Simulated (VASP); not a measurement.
# BeSe4 (Cmmm) in VASP: notebook

BeSe4 is run at these levels: PBE; tasks: single point, relaxation of cell and atoms.

All numbers are computed with VASP 6.6.1; they aren't measurements. Logs are shortened: lines on timing, memory, paths and dates and some standing lists are left out, and cuts for length are marked.

## Step 1: The cell of the first run

It takes space group Cmmm (No. 65, orthorhombic). Conventional cell: a = 7.976 Å, b = 10.026 Å, c = 3.535 Å, α = 90.00°, β = 90.00°, γ = 90.00°. Within 2.9 Å of Be (site symmetry mmm) lie 4 Se at 2.19 Å. Se (site symmetry m2m) has 1 Se at 2.24 Å within 3.0 Å. Within 2.9 Å of Se (site symmetry 2mm) lie 2 Be at 2.19 Å and 1 Se at 2.60 Å.

The cell was built from a structure type or drawn by symmetry, and may not be a known phase.

## Step 2: Single point, PBE

INCAR reads:

```
SYSTEM = BeSe4
PREC = Accurate
ENCUT = 520
EDIFF = 1E-7
ISMEAR = 0
SIGMA = 0.1
LREAL = .False.
LASPH = .True.
NELM = 100
ALGO = Normal
ISIF = 2
LWAVE = .False.
LCHARG = .True.
GGA = PE
LELF = .True.
LVHAR = .True.
NBANDS = 21
```

KPOINTS reads:

```
regular mesh
0
Gamma
  6 6 10
  0 0 0
```

POSCAR reads:

```
BeSe4
1.0
    3.9880932426     -5.0129492729      0.0000000000
    3.9880932426      5.0129492729      0.0000000000
    0.0000000000      0.0000000000      3.5350739277
Be Se
1 4
Direct
    0.0000000000      0.0000000000      0.0000000000
    0.6119302404      0.3880697596      0.0000000000
    0.1631308785      0.1631308785      0.5000000000
    0.8368691215      0.8368691215      0.5000000000
    0.3880697596      0.6119302404      0.0000000000
```

Potentials or basis: VASP PAW PBE potentials, release 64 (Be, Se).

Command:

```sh
cat potpaw_PBE.64/Be/POTCAR potpaw_PBE.64/Se/POTCAR > POTCAR
mpirun -np 1 vasp_std > vasp.out
```

OUTCAR:

```text
SYSTEM = BeSe4
   PREC = Accurate
   ENCUT = 520
   EDIFF = 1E-7
   ISMEAR = 0
   LREAL = .False.
   LASPH = .True.
   NELM = 100
   ISIF = 2
   GGA = PE

 ion  position               nearest neighbor table
   1  0.000  0.000  0.000-   3 2.19   4 2.19   3 2.19   4 2.19
   2  0.612  0.388  0.000-   5 2.24
   3  0.163  0.163  0.500-   1 2.19   1 2.19   4 2.60
   4  0.837  0.837  0.500-   1 2.19   1 2.19   3 2.60
   5  0.388  0.612  0.000-   2 2.24

  LATTYP: Found a base centered orthorhombic cell.
 ALAT       =     7.9761864852
 B/A-ratio  =     1.2569789541
 C/A-ratio  =     0.4432035202

  Lattice vectors:

 A1 = (   3.9880932426,  -5.0129492729,   0.0000000000)
 A2 = (   3.9880932426,   5.0129492729,   0.0000000000)
 A3 = (   0.0000000000,   0.0000000000,   3.5350739277)

Analysis of symmetry for initial positions (statically):
=====================================================================
 Subroutine PRICEL returns:
 Original cell was already a primitive cell.

 Routine SETGRP: Setting up the symmetry group for a
 base centered orthorhombic supercell.

 Subroutine GETGRP returns: Found  8 space group operations
 (whereof  8 operations were pure point group operations)
 out of a pool of  8 trial point group operations.

The static configuration has the point symmetry D_2h.

Analysis of symmetry for dynamics (positions and initial velocities):
=====================================================================
 Subroutine PRICEL returns:
 Original cell was already a primitive cell.

 Routine SETGRP: Setting up the symmetry group for a
 base centered orthorhombic supercell.

 Subroutine GETGRP returns: Found  8 space group operations
 (whereof  8 operations were pure point group operations)
 out of a pool of  8 trial point group operations.

The dynamic configuration has the point symmetry D_2h.

 Subroutine INISYM returns: Found  8 space group operations
 (whereof  8 operations are pure point group operations),
 and found     1 'primitive' translations

----------------------------------------------------------------------------------------

                                     Primitive cell

  volume of cell :     141.3472

  direct lattice vectors                    reciprocal lattice vectors
     3.988093243 -5.012949273  0.000000000     0.125373197 -0.099741684  0.000000000
     3.988093243  5.012949273  0.000000000     0.125373197  0.099741684  0.000000000
     0.000000000  0.000000000  3.535073928     0.000000000  0.000000000  0.282879516

  length of vectors
     6.405821425  6.405821425  3.535073928     0.160208745  0.160208745  0.282879516

  position of ions in fractional coordinates (direct lattice)
     0.000000000  0.000000000  0.000000000
     0.611930240  0.388069760  0.000000000
     0.163130878  0.163130878  0.500000000
     0.836869122  0.836869122  0.500000000
     0.388069760  0.611930240  0.000000000

  ion indices of the primitive-cell ions
   primitive index   ion index
                 1           1
                 2           2
                 3           3
                 4           4
                 5           5

----------------------------------------------------------------------------------------

 KPOINTS: regular mesh

Automatic generation of k-mesh.
 Grid dimensions read from file:
 generate k-points for:    6    6   10

 Generating k-lattice:

  Cartesian coordinates                     Fractional coordinates (reciprocal lattice)
     0.020895533 -0.016623614  0.000000000     0.166666667 -0.000000000  0.000000000
     0.020895533  0.016623614  0.000000000    -0.000000000  0.166666667  0.000000000
     0.000000000  0.000000000  0.028287952     0.000000000  0.000000000  0.100000000

  Length of vectors
     0.026701458  0.026701458  0.028287952

  Shift w.r.t. Gamma in fractional coordinates (k-lattice)
     0.000000000  0.000000000  0.000000000

 Subroutine IBZKPT returns following result:
 ===========================================

 Found     78 irreducible k-points:

 Following reciprocal coordinates:
            Coordinates               Weight
  0.000000  0.000000  0.000000      1.000000
  0.166667  0.000000  0.000000      4.000000
  0.333333  0.000000  0.000000      4.000000
  0.500000  0.000000  0.000000      2.000000
  0.166667  0.166667  0.000000      2.000000
  0.333333  0.166667  0.000000      4.000000
[... 16 lines left out ...]
  0.333333  0.333333  0.100000      4.000000
  0.500000  0.333333  0.100000      8.000000
 [... further k-points ...]
   k-points           NKPTS =     78   k-points in BZ     NKDIM =     78   number of bands    NBANDS=     21
   number of dos      NEDOS =    301   number of ions     NIONS =      5
   total plane-waves  NPLWV =  64512
   dimension x,y,z NGX =    48 NGY =   48 NGZ =   28
   dimension x,y,z NGXF=    96 NGYF=   96 NGZF=   56
   ions per type =               1   4
   NGX,Y,Z   is equivalent  to a cutoff of  12.46, 12.46, 13.17 a.u.
   NGXF,Y,Z  is equivalent  to a cutoff of  24.91, 24.91, 26.34 a.u.
 SYSTEM =  BeSe4
   PREC   = accura    normal or accurate (medium, high low for compatibility)
   ISTART =      0    job   : 0-new  1-cont  2-samecut
   ICHARG =      2    charge: 1-file 2-atom 10-const
   ISPIN  =      1    spin polarized calculation?
   LNONCOLLINEAR =      F non collinear calculations
   LSORBIT =      F    spin-orbit coupling
   LASPH  =      T    aspherical Exc in radial PAW
   ENCUT  =  520.0 eV  38.22 Ry    6.18 a.u.  11.91 11.91  6.57*2*pi/ulx,y,z
   NELM   =    100;   NELMIN=  2; NELMDL= -5     # of ELM steps
   EDIFF  = 0.1E-06   stopping-criterion for ELM
   LREAL  =      F    real-space projection
   EDIFFG = 0.1E-05   stopping-criterion for IOM
   NSW    =      0    number of steps for IOM
   IBRION =     -1    ionic relax: 0-MD 1-quasi-New 2-CG
   NFREE  =      0    steps in history (QN), initial steepest desc. (CG)
   ISIF   =      2    stress and relaxation
   ISYM   =      2    0-nonsym 1-usesym 2-fastsym
   POTIM  = 0.5000    time-step for ionic-motion
   TEBEG  =    0.0;   TEEND  =   0.0 temperature during run
   PSTRESS=    0.0 pullay stress
   NELECT =      26.0000    total number of electrons
   NUPDOWN=      -1.0000    fix difference up-down
   EMIN   =  10.00;   EMAX   =-10.00  energy-range for DOS
   EFERMI =   0.00;   METHOD = LEGACY
   ISMEAR =     0;   SIGMA  =   0.10  broadening in eV -4-tet -1-fermi 0-gaus
   EFERMI_NEDOS =   21; number of points for ismear=-14 and -15
   IALGO  =     38    algorithm
   IMIX   =      4    mixing-type and parameters
     AMIX     =   0.40;   BMIX     =  1.00
     AMIX_MAG =   1.60;   BMIX_MAG =  1.00
  volume/ion in A,a.u.               =      28.27       190.77
  Fermi-wavevector in a.u.,A,eV,Ry     =   0.931044  1.759418 11.794116  0.866843
  Thomas-Fermi vector in A             =   2.057496
   LORBIT       =      0    0 simple, 1 ext, 2 COOP (PROOUT), +10 PAW based schemes
   GGA     = PE    functional components
   LHFCALC =     F    Hartree Fock is set to
   AEXX    =    0.0000 exact exchange contribution
   IVDW    =     0    specifies the selected vdW correction
   LEPSILON=     F    determine dielectric tensor
   LRPA    =     F    only Hartree local field effects (RPA)
 non-spin polarized calculation
 Gauss-broadening in eV      SIGMA  =   0.10
  energy-cutoff  :      520.00
  volume of cell :      141.35
 maximum number of plane-waves:      3844
   NGX = 23   NGY = 23   NGZ = 13

 number of electron      25.9999996 magnetization

 Free energy of the ion-electron system (eV)
  ---------------------------------------------------
  ext. energy  EPLUGINS =         0.00000000
  ---------------------------------------------------
  free energy    TOTEN  =       -16.89376312 eV

  energy without entropy =      -16.87220933  energy(sigma->0) =      -16.88298622

 E-fermi :   1.6164     XC(G=0):  -8.0860

 val. band max:        1.6034195623   @ k =   0.3333   0.1667   0.3000
 cond. band min:       1.6207424485   @ k =   0.1667   0.0000   0.2000
 fundamental gap:      0.0173228862
 Fermi energy:         1.6163797822

 k-point     1 :       0.0000    0.0000    0.0000
  band No.  band energies     occupation
      1     -13.4589      2.00000
      2     -12.6056      2.00000
      3     -10.8324      2.00000
      4      -9.5420      2.00000
      5      -3.1469      2.00000
      6      -2.5379      2.00000
[... 13 lines left out ...]
     20       7.2711      0.00000
     21       8.0649      0.00000

 k-point     2 :       0.1667    0.0000    0.0000
  band No.  band energies     occupation
      1     -13.4185      2.00000
      2     -12.6818      2.00000
      3     -10.7788      2.00000
      4      -9.5489      2.00000
      5      -3.3948      2.00000
      6      -2.7235      2.00000
[... 13 lines left out ...]
     20       7.2904      0.00000
     21       8.1261      0.00000

 k-point     3 :       0.3333    0.0000    0.0000
  band No.  band energies     occupation
      1     -13.3064      2.00000
      2     -12.8588      2.00000
      3     -10.6771      2.00000
      4      -9.5627      2.00000
      5      -3.7823      2.00000
      6      -2.8686      2.00000
[... 13 lines left out ...]
     20       7.6784      0.00000
     21       8.2964      0.00000
[... 457 lines left out ...]
 k-point    23 :       0.3333    0.3333    0.1000
  band No.  band energies     occupation
      1     -13.2079      2.00000
      2     -12.8691      2.00000
      3     -10.6357      2.00000
      4      -9.5482      2.00000
      5      -3.7266      2.00000
      6      -2.5629      2.00000
[... 13 lines left out ...]
     20       7.6105      0.00000
     21       8.5118      0.00000

 k-point    24 :       0.5000    0.3333    0.1000
  band No.  band energies     occupation
      1     -13.3028      2.00000
      2     -12.7131      2.00000
      3     -10.7374      2.00000
      4      -9.5553      2.00000
      5      -3.3284      2.00000
      6      -2.6100      2.00000
[... 13 lines left out ...]
     20       7.7820      0.00000
     21       8.5012      0.00000

 [... further k-points ...]
[... 5 lines left out ...]
  --------------------------------------------------------------------------------------
  -------------------------------------------------------------------------------------
  Total        0.0775755      0.1166474      0.0714740      0.0000000      0.0000000      0.0000000
  in kB        0.8793227      1.3222047      0.8101617      0.0000000      0.0000000      0.0000000
  external PRESSURE =       1.0038964 kB  Pullay stress =       0.0000000 kB

 VOLUME and BASIS-vectors are now :
 -----------------------------------------------------------------------------
  energy-cutoff  :      520.00
  volume of cell :      141.35
      direct lattice vectors                 reciprocal lattice vectors
     3.988093243 -5.012949273  0.000000000     0.125373197 -0.099741684  0.000000000
     3.988093243  5.012949273  0.000000000     0.125373197  0.099741684  0.000000000
     0.000000000  0.000000000  3.535073928     0.000000000  0.000000000  0.282879516

 POSITION                                       TOTAL-FORCE (eV/Angst)
 -----------------------------------------------------------------------------------
      0.00000      0.00000      0.00000         0.000000     -0.000000      0.000000
      3.98809     -1.12220      0.00000         0.000000     -0.047371     -0.000000
      1.30116      0.00000      1.76754         0.025312     -0.000000      0.000000
      6.67502      0.00000      1.76754        -0.025312     -0.000000      0.000000
      3.98809      1.12220      0.00000         0.000000      0.047371      0.000000
 -----------------------------------------------------------------------------------
    total drift:                               -0.000000      0.000000      0.000000

  FREE ENERGIE OF THE ION-ELECTRON SYSTEM (eV)
  ---------------------------------------------------
  free  energy   TOTEN  =       -16.8937631168 eV

  energy  without entropy=      -16.8722093328  energy(sigma->0) =      -16.88298622
```

It took 1.8 min on 1 thread of Intel Xeon 6975P-C (Granite Rapids), shared host; peak memory 0.35 GiB.

What came out:

```
Free energy            : -16.8938 eV
Pressure               : 0.1 GPa
Largest force          : 0.047 eV/Å
Band gap on the k mesh : zero (bands 13 and 14 overlap by 1.09 eV)
```

Forces on the atoms (eV/Å):
```
Be   0.000  0.000  0.000
Se   0.000 -0.047  0.000
Se   0.025  0.000  0.000
Se  -0.025  0.000  0.000
Se   0.000  0.047  0.000
```

## Step 3: Single point, PBE

INCAR reads:

```
PREC = Accurate ; ENCUT = 520
EDIFF = 1E-7 ; ISMEAR = 0
SIGMA = 0.1 ; LREAL = False
LASPH = True ; NELM = 80
ALGO = Normal ; ISIF = 2
LWAVE = False ; LCHARG = False
GGA = PE ; NBANDS = 21
```

KPOINTS reads:

```
Automatic mesh
0
Gamma
  6 6 10
```

POSCAR is that of step 2.

Potentials or basis: VASP PAW PBE potentials, release 64 (Be, Se).

Command:

```sh
cat potpaw_PBE.64/Be/POTCAR potpaw_PBE.64/Se/POTCAR > POTCAR
mpirun -np 1 vasp_std > vasp.out
```

It took 98 s on 1 thread of Intel Xeon 6975P-C (Granite Rapids), shared host; peak memory 0.35 GiB.

The run converged. Its results:

```yaml
Free_energy: -16.8938 eV
Pressure: 0.1 GPa
Largest_force: 0.047 eV/Å
Band_gap_on_the_k_mesh: zero (bands 13 and 14 overlap by 1.09 eV)
```

Forces on the atoms (eV/Å):
```
Be   0.000  0.000  0.000
Se   0.000 -0.047  0.000
Se   0.025  0.000  0.000
Se  -0.025  0.000  0.000
Se   0.000  0.047  0.000
```

Levels at points of the mesh, in eV from the Fermi level:
| k point | band 10 | band 11 | band 12 | band 13 | band 14 | band 15 | band 16 | band 17 |
| --- | --- | --- | --- | --- | --- | --- | --- | --- |
| (0.00, 0.00, 0.00) | -2.51 | -1.13 | -0.25 | 0.66 | 1.08 | 1.30 | 2.84 | 2.99 |
| (0.50, 0.00, 0.00) | -1.44 | -1.25 | -0.45 | -0.10 | 0.09 | 1.28 | 1.90 | 3.69 |
| (0.50, 0.50, 0.00) | -1.80 | -1.15 | -0.27 | 0.35 | 0.93 | 1.25 | 2.35 | 3.07 |
| (0.00, 0.00, 0.50) | -2.35 | -1.91 | -1.53 | -0.87 | -0.43 | 0.47 | 1.54 | 4.14 |
| (0.50, 0.00, 0.50) | -2.53 | -2.36 | -2.02 | -0.24 | -0.16 | 1.55 | 2.35 | 3.02 |
| (0.50, 0.50, 0.50) | -2.81 | -1.89 | -0.97 | -0.58 | 0.03 | 0.46 | 1.51 | 3.89 |

(Continued in part 2 of 2.)
